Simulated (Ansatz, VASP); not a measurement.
**Two plane-wave programs on Ca2C**

```
C Ca
1.0
     0.00000    3.12858    3.12858
     3.12858    0.00000    3.12858
     3.12858    3.12858    0.00000
C Ca
1 2
Direct
  0.00000 0.00000 0.00000
  0.25000 0.25000 0.25000
  0.75000 0.75000 0.75000
```

Alike in both runs: task single point; functional r2SCAN; k mesh 6 × 6 × 6; no spin polarisation.

|  | VASP | Ansatz |
| --- | --- | --- |
| version | VASP 6.6.1 | Ansatz 0.2.0 |
| potentials or method | VASP PAW PBE potentials, release 64 (C, Ca_sv) | plane waves, PAW |
| plane-wave cutoff (eV) | 520 | 500 |
| occupations | gaussian, width 0.01 eV | fixed |
| valence electrons in the cell | 24 | 24 |

|  | VASP | Ansatz | Ansatz less VASP |
| --- | --- | --- | --- |
| gap on the k mesh at the Fermi level (eV) | 0.40 | 0.41 | +0.013 |
| pressure (GPa) | 0.4 | 0.0 | -0.41 |

VASP's potentials were made for PBE, not for r2SCAN.
